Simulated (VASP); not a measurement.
# AlN (zincblende type) (F-43m) in VASP: further runs

AlN (zincblende type) is run at these levels: PBE; tasks: single point.

Program: VASP 6.6.1. These are calculated values, not measurements. Logs are shortened: lines on timing, memory, paths and dates and some standing lists are left out, and cuts for length are marked.

### 1 The cell of the first run

It takes space group F-43m (No. 216, cubic). The conventional cell has a = 4.271 Å, b = 4.271 Å, c = 4.271 Å, α = 90.00°, β = 90.00°, γ = 90.00°. Al (site symmetry -43m) has 4 N at 1.85 Å within 2.5 Å. Within 2.5 Å of N (site symmetry -43m) lie 4 Al at 1.85 Å.

### 2 Single point, PBE

Contents of INCAR:

```
ALGO = Normal ; EDIFF = 1E-7
ENCUT = 520 ; GGA = PE
ISIF = 2 ; ISMEAR = -1
LASPH = True ; LCHARG = False
LREAL = False ; LWAVE = False
NBANDS = 11 ; NELM = 80
PREC = Accurate ; SIGMA = 0.08
```

Contents of KPOINTS:

```
k-points
0
Gamma
  16 16 16
```

Contents of POSCAR:

```
AlN
1.0
    0.0000000000      2.1355745034      2.1355745034
    2.1355745034      0.0000000000      2.1355745034
    2.1355745034      2.1355745034      0.0000000000
Al N
1 1
Direct
    0.0000000000      0.0000000000      0.0000000000
    0.2500000000      0.2500000000      0.2500000000
```

Potentials or basis: VASP PAW PBE potentials, release 64 (Al, N).

Started as:

```bash
$ cat potpaw_PBE.64/Al/POTCAR potpaw_PBE.64/N/POTCAR > POTCAR
$ mpirun -np 1 vasp_std > vasp.out
```

OUTCAR:

```text
EDIFF = 1E-7
   ENCUT = 520
   GGA = PE
   ISIF = 2
   ISMEAR = -1
   LASPH = True
   LREAL = False
   NELM = 80
   PREC = Accurate

 ion  position               nearest neighbor table
   1  0.000  0.000  0.000-   2 1.85   2 1.85   2 1.85   2 1.85
   2  0.250  0.250  0.250-   1 1.85   1 1.85   1 1.85   1 1.85

  LATTYP: Found a face centered cubic cell.
 ALAT       =     4.2711490068

  Lattice vectors:

 A1 = (   0.0000000000,   2.1355745034,   2.1355745034)
 A2 = (   2.1355745034,   0.0000000000,   2.1355745034)
 A3 = (   2.1355745034,   2.1355745034,   0.0000000000)

Analysis of symmetry for initial positions (statically):
=====================================================================
 Subroutine PRICEL returns:
 Original cell was already a primitive cell.

 Routine SETGRP: Setting up the symmetry group for a
 face centered cubic supercell.

 Subroutine GETGRP returns: Found 24 space group operations
 (whereof 24 operations were pure point group operations)
 out of a pool of 48 trial point group operations.

The static configuration has the point symmetry T_d .

Analysis of symmetry for dynamics (positions and initial velocities):
=====================================================================
 Subroutine PRICEL returns:
 Original cell was already a primitive cell.

 Routine SETGRP: Setting up the symmetry group for a
 face centered cubic supercell.

 Subroutine GETGRP returns: Found 24 space group operations
 (whereof 24 operations were pure point group operations)
 out of a pool of 48 trial point group operations.

The dynamic configuration has the point symmetry T_d .

 Subroutine INISYM returns: Found 24 space group operations
 (whereof 24 operations are pure point group operations),
 and found     1 'primitive' translations

----------------------------------------------------------------------------------------

                                     Primitive cell

  volume of cell :      19.4793

  direct lattice vectors                    reciprocal lattice vectors
     0.000000000  2.135574503  2.135574503    -0.234129036  0.234129036  0.234129036
     2.135574503  0.000000000  2.135574503     0.234129036 -0.234129036  0.234129036
     2.135574503  2.135574503  0.000000000     0.234129036  0.234129036 -0.234129036

  length of vectors
     3.020158426  3.020158426  3.020158426     0.405523386  0.405523386  0.405523386

  position of ions in fractional coordinates (direct lattice)
     0.000000000  0.000000000  0.000000000
     0.250000000  0.250000000  0.250000000

  ion indices of the primitive-cell ions
   primitive index   ion index
                 1           1
                 2           2

----------------------------------------------------------------------------------------

 KPOINTS: k-points

Automatic generation of k-mesh.
 Grid dimensions read from file:
 generate k-points for:   16   16   16

 Generating k-lattice:

  Cartesian coordinates                     Fractional coordinates (reciprocal lattice)
    -0.014633065  0.014633065  0.014633065     0.062500000  0.000000000  0.000000000
     0.014633065 -0.014633065  0.014633065     0.000000000  0.062500000  0.000000000
     0.014633065  0.014633065 -0.014633065     0.000000000  0.000000000  0.062500000

  Length of vectors
     0.025345212  0.025345212  0.025345212

  Shift w.r.t. Gamma in fractional coordinates (k-lattice)
     0.000000000  0.000000000  0.000000000

 Subroutine IBZKPT returns following result:
 ===========================================

 Found    145 irreducible k-points:

 Following reciprocal coordinates:
            Coordinates               Weight
  0.000000  0.000000  0.000000      1.000000
  0.062500  0.000000  0.000000      8.000000
  0.125000  0.000000  0.000000      8.000000
  0.187500  0.000000  0.000000      8.000000
  0.250000  0.000000  0.000000      8.000000
  0.312500  0.000000  0.000000      8.000000
[... 16 lines left out ...]
 -0.125000  0.062500  0.000000     24.000000
 -0.062500  0.062500  0.000000     12.000000
 [... further k-points ...]
   k-points           NKPTS =    145   k-points in BZ     NKDIM =    145   number of bands    NBANDS=     11
   number of dos      NEDOS =    301   number of ions     NIONS =      2
   total plane-waves  NPLWV =  13824
   dimension x,y,z NGX =    24 NGY =   24 NGZ =   24
   dimension x,y,z NGXF=    48 NGYF=   48 NGZF=   48
   ions per type =               1   1
   NGX,Y,Z   is equivalent  to a cutoff of  13.21, 13.21, 13.21 a.u.
   NGXF,Y,Z  is equivalent  to a cutoff of  26.42, 26.42, 26.42 a.u.
 SYSTEM =  unknown system
   PREC   = accura    normal or accurate (medium, high low for compatibility)
   ISTART =      0    job   : 0-new  1-cont  2-samecut
   ICHARG =      2    charge: 1-file 2-atom 10-const
   ISPIN  =      1    spin polarized calculation?
   LNONCOLLINEAR =      F non collinear calculations
   LSORBIT =      F    spin-orbit coupling
   LASPH  =      T    aspherical Exc in radial PAW
   ENCUT  =  520.0 eV  38.22 Ry    6.18 a.u.   5.62  5.62  5.62*2*pi/ulx,y,z
   NELM   =     80;   NELMIN=  2; NELMDL= -5     # of ELM steps
   EDIFF  = 0.1E-06   stopping-criterion for ELM
   LREAL  =      F    real-space projection
   EDIFFG = 0.1E-05   stopping-criterion for IOM
   NSW    =      0    number of steps for IOM
   IBRION =     -1    ionic relax: 0-MD 1-quasi-New 2-CG
   NFREE  =      0    steps in history (QN), initial steepest desc. (CG)
   ISIF   =      2    stress and relaxation
   ISYM   =      2    0-nonsym 1-usesym 2-fastsym
   POTIM  = 0.5000    time-step for ionic-motion
   TEBEG  =    0.0;   TEEND  =   0.0 temperature during run
   PSTRESS=    0.0 pullay stress
   NELECT =       8.0000    total number of electrons
   NUPDOWN=      -1.0000    fix difference up-down
   EMIN   =  10.00;   EMAX   =-10.00  energy-range for DOS
   EFERMI =   0.00;   METHOD = LEGACY
   ISMEAR =    -1;   SIGMA  =   0.08  broadening in eV -4-tet -1-fermi 0-gaus
   EFERMI_NEDOS =   21; number of points for ismear=-14 and -15
   IALGO  =     38    algorithm
   IMIX   =      4    mixing-type and parameters
     AMIX     =   0.40;   BMIX     =  1.00
     AMIX_MAG =   1.60;   BMIX_MAG =  1.00
  volume/ion in A,a.u.               =       9.74        65.73
  Fermi-wavevector in a.u.,A,eV,Ry     =   1.216877  2.299565 20.147374  1.480790
  Thomas-Fermi vector in A             =   2.352216
   LORBIT       =      0    0 simple, 1 ext, 2 COOP (PROOUT), +10 PAW based schemes
   GGA     = PE    functional components
   LHFCALC =     F    Hartree Fock is set to
   AEXX    =    0.0000 exact exchange contribution
   IVDW    =     0    specifies the selected vdW correction
   LEPSILON=     F    determine dielectric tensor
   LRPA    =     F    only Hartree local field effects (RPA)
 non-spin polarized calculation
  energy-cutoff  :      520.00
  volume of cell :       19.48
 maximum number of plane-waves:       544
   NGX = 11   NGY = 11   NGZ = 11

 number of electron       7.9999998 magnetization

 Free energy of the ion-electron system (eV)
  ---------------------------------------------------
  ext. energy  EPLUGINS =         0.00000000
  ---------------------------------------------------
  free energy    TOTEN  =       -14.73585212 eV

  energy without entropy =      -14.73585212  energy(sigma->0) =      -14.73585212

 E-fermi :   8.3070     XC(G=0): -11.2307

 val. band max:        6.6225365257   @ k =  -0.0625   0.0625   0.0000
 cond. band min:       9.9720509495   @ k =   0.5000   0.5000   0.0000
 fundamental gap:      3.3495144238
 Fermi energy:         8.3070080938

 k-point     1 :       0.0000    0.0000    0.0000
  band No.  band energies     occupation
      1      -8.7584      2.00000
      2       6.6225      2.00000
      3       6.6225      2.00000
      4       6.6225      2.00000
      5      11.4281      0.00000
      6      19.8644      0.00000
      7      19.8644      0.00000
      8      19.8644      0.00000
      9      24.8585      0.00000
     10      24.8585      0.00000
     11      26.3992      0.00000

 k-point     2 :       0.0625    0.0000    0.0000
  band No.  band energies     occupation
      1      -8.6961      2.00000
      2       6.2763      2.00000
      3       6.6016      2.00000
      4       6.6016      2.00000
      5      11.7085      0.00000
      6      19.7006      0.00000
      7      19.9308      0.00000
      8      19.9308      0.00000
      9      24.1116      0.00000
     10      24.1116      0.00000
     11      25.9886      0.00000

 k-point     3 :       0.1250    0.0000    0.0000
  band No.  band energies     occupation
      1      -8.5126      2.00000
      2       5.4318      2.00000
      3       6.5432      2.00000
      4       6.5432      2.00000
      5      12.3497      0.00000
      6      19.2825      0.00000
      7      20.0424      0.00000
      8      20.0424      0.00000
      9      23.2592      0.00000
     10      23.2592      0.00000
     11      25.3186      0.00000

 k-point     4 :       0.1875    0.0000    0.0000
  band No.  band energies     occupation
      1      -8.2184      2.00000
      2       4.3703      2.00000
      3       6.4589      2.00000
      4       6.4589      2.00000
      5      13.0585      0.00000
      6      18.7523      0.00000
      7      19.9365      0.00000
      8      19.9365      0.00000
      9      23.0095      0.00000
     10      23.0095      0.00000
     11      24.8048      0.00000
[... 239 lines left out ...]
 k-point    22 :      -0.1875    0.0625    0.0000
  band No.  band energies     occupation
      1      -8.0484      2.00000
      2       3.9697      2.00000
      3       6.1343      2.00000
      4       6.5269      2.00000
      5      13.4130      0.00000
      6      18.5347      0.00000
      7      19.5557      0.00000
      8      19.8789      0.00000
      9      22.1573      0.00000
     10      23.8503      0.00000
     11      25.5506      0.00000

 k-point    23 :      -0.1250    0.0625    0.0000
  band No.  band energies     occupation
      1      -8.3729      2.00000
      2       5.0004      2.00000
      3       6.2785      2.00000
      4       6.5955      2.00000
      5      12.7468      0.00000
      6      19.0617      0.00000
      7      19.8807      0.00000
      8      20.1404      0.00000
      9      22.1411      0.00000
     10      23.5819      0.00000
     11      26.0662      0.00000

 k-point    24 :      -0.0625    0.0625    0.0000
  band No.  band energies     occupation
      1      -8.5934      2.00000
      2       5.8419      2.00000
      3       6.4440      2.00000
      4       6.6225      2.00000
      5      12.1004      0.00000
      6      19.4638      0.00000
      7      19.9948      0.00000
      8      20.0261      0.00000
      9      22.9469      0.00000
     10      23.9069      0.00000
     11      26.6649      0.00000

 [... further k-points ...]
[... 5 lines left out ...]
  --------------------------------------------------------------------------------------
  -------------------------------------------------------------------------------------
  Total        2.5281952      2.5281952      2.5281952      0.0000000      0.0000000     -0.0000000
  in kB      207.9442938    207.9442938    207.9442938      0.0000000      0.0000000     -0.0000000
  external PRESSURE =     207.9442938 kB  Pullay stress =       0.0000000 kB

 VOLUME and BASIS-vectors are now :
 -----------------------------------------------------------------------------
  energy-cutoff  :      520.00
  volume of cell :       19.48
      direct lattice vectors                 reciprocal lattice vectors
     0.000000000  2.135574503  2.135574503    -0.234129036  0.234129036  0.234129036
     2.135574503  0.000000000  2.135574503     0.234129036 -0.234129036  0.234129036
     2.135574503  2.135574503  0.000000000     0.234129036  0.234129036 -0.234129036

 POSITION                                       TOTAL-FORCE (eV/Angst)
 -----------------------------------------------------------------------------------
      0.00000      0.00000      0.00000         0.000000      0.000000      0.000000
      1.06779      1.06779      1.06779        -0.000000     -0.000000     -0.000000
 -----------------------------------------------------------------------------------
    total drift:                                0.000000      0.000000      0.000000

  FREE ENERGIE OF THE ION-ELECTRON SYSTEM (eV)
  ---------------------------------------------------
  free  energy   TOTEN  =       -14.7358521159 eV

  energy  without entropy=      -14.7358521158  energy(sigma->0) =      -14.73585212
```

It took 9.8 s on 1 thread of Intel Xeon 6975P-C (Granite Rapids), shared host; peak memory 0.15 GiB.

Results:

| Item | Value |
| --- | --- |
| Free energy | -14.7359 eV |
| Pressure | 20.8 GPa |
| Band gap on the k mesh | 3.35 eV, indirect (least direct gap 4.81 eV) |

Levels at points of the mesh, in eV from the valence-band top:
```csv
k point,band 2,band 3,band 4,band 5,band 6,band 7
"(0.00, 0.00, 0.00)",0.00,0.00,0.00,4.81,13.24,13.24
"(0.50, 0.00, 0.00)",-6.14,-0.49,-0.49,8.00,10.33,11.57
"(0.50, 0.50, 0.00)",-5.11,-1.84,-1.84,3.35,9.03,14.91
```

A k mesh can miss the band edges. PBE gaps usually lie below the measured ones, often by a third to a half.

### 3 Single point, PBE

Contents of INCAR:

```
SYSTEM = AlN
  PREC = Accurate
  ENCUT = 520
  EDIFF = 1E-7
  ISMEAR = -1
  SIGMA = 0.08
  LREAL = .FALSE.
  LASPH = .TRUE.
  NELM = 100
  ALGO = Normal
  ISIF = 2
  LWAVE = .FALSE.
  LCHARG = .FALSE.
  GGA = PE
  NBANDS = 11
```

Contents of KPOINTS:

```
Automatic mesh
0
G
  16 16 16
  0 0 0
```

Contents of POSCAR:

```
AlN
1.0
    0.0000000000      2.1352867106      2.1352867106
    2.1352867106      0.0000000000      2.1352867106
    2.1352867106      2.1352867106      0.0000000000
Al N
1 1
Direct
    0.0000000000      0.0000000000      0.0000000000
    0.2500000000      0.2500000000      0.2500000000
```

Potentials or basis: VASP PAW PBE potentials, release 64 (Al, N).

Started as:

```bash
$ cat potpaw_PBE.64/Al/POTCAR potpaw_PBE.64/N/POTCAR > POTCAR
$ mpirun -np 1 vasp_std > vasp.out
```

Run time: 10 s. Hardware: 1 thread of Intel Xeon 6975P-C (Granite Rapids), shared host; peak memory 0.15 GiB.

The run converged. Its results:

```yaml
Free_energy: -14.7348 eV
Pressure: 20.9 GPa
Band_gap_on_the_k_mesh: 3.35 eV, indirect (least direct gap 4.81 eV)
```

Levels at points of the mesh, in eV from the valence-band top:
| k point | band 1 | band 2 | band 3 | band 4 | band 5 | band 6 | band 7 | band 8 |
| --- | --- | --- | --- | --- | --- | --- | --- | --- |
| (0.00, 0.00, 0.00) | -15.38 | 0.00 | 0.00 | 0.00 | 4.81 | 13.25 | 13.25 | 13.25 |
| (0.50, 0.00, 0.00) | -13.13 | -6.14 | -0.49 | -0.49 | 8.00 | 10.33 | 11.58 | 11.58 |
| (0.50, 0.50, 0.00) | -12.43 | -5.11 | -1.84 | -1.84 | 3.35 | 9.03 | 14.91 | 16.59 |
